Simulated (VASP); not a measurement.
Set up this calculation in VASP 6.6.1, as the native input.

```yaml
Task: single point
Functional: r2SCAN
Potentials_or_basis: VASP PAW PBE potentials, release 64 (C)
Cutoff: 520 eV
k_mesh: 14 × 14 × 14
Occupations: gaussian, width 0.05 eV
Spin: no spin polarisation
Dipole_correction: no
Further_INCAR_settings: ALGO = Normal; EDIFF = 1e-07; NBANDS = 11
```

C:

```
C
1.0
     0.00000    1.94889    3.98793
     1.12517    0.00000    3.98793
     1.12517    1.94889    0.00000
C
2
Direct
  0.16667 0.83333 0.16667
  0.83333 0.16667 0.83333
```

This cell differs from its parent crystal: ratio of the length along z to the lengths across it x 1.3, volume and fractional coordinates fixed.

One way to write it, as run:

POSCAR

```
C
1.0
    0.0000000000      1.9488857157      3.9879314476
    1.1251676816      0.0000000000      3.9879314476
    1.1251676816      1.9488857157      0.0000000000
C
2
Direct
    0.1666700000      0.8333300000      0.1666700000
    0.8333300000      0.1666700000      0.8333300000
```

INCAR.step1

```
SYSTEM = C
ALGO = Normal ; EDIFF = 1E-4
ENCUT = 520 ; GGA = PE
ISMEAR = 0 ; LASPH = .TRUE.
LCHARG = .FALSE. ; LREAL = .FALSE.
LWAVE = .TRUE. ; NBANDS = 11
NELM = 100 ; PREC = Accurate
SIGMA = 0.05
```

INCAR.step2

```
SYSTEM = C
ALGO = Normal ; EDIFF = 1E-7
ENCUT = 520 ; ISIF = 2
ISMEAR = 0 ; ISTART = 1
LASPH = .TRUE. ; LCHARG = .FALSE.
LMIXTAU = .TRUE. ; LREAL = .FALSE.
LWAVE = .FALSE. ; METAGGA = R2SCAN
NBANDS = 11 ; NELM = 100
PREC = Accurate ; SIGMA = 0.05
```

KPOINTS

```
k-points
0
G
  14 14 14
  0 0 0
```

Potentials or basis: VASP PAW PBE potentials, release 64 (C).

Command:

```bash
$ cat potpaw_PBE.64/C/POTCAR > POTCAR
$ cp INCAR.step1 INCAR
$ mpirun -np 1 vasp_std > vasp.out
$ cp INCAR.step2 INCAR
$ mpirun -np 1 vasp_std > vasp.out
```

Results of the run:

```yaml
Pressure: 91.5 GPa
Band_gap_on_the_k_mesh: 1.33 eV, indirect (least direct gap 1.41 eV)
```

Caveat: the PAW data sets were made with another functional, which shifts forces and pressure a little.

Wall time 5.8 min on 1 thread of Intel(R) Xeon(R) Platinum 8259CL CPU @ 2.50GHz (Skylake/Cascade Lake), with other jobs on the host, peak memory 0.2 GiB.
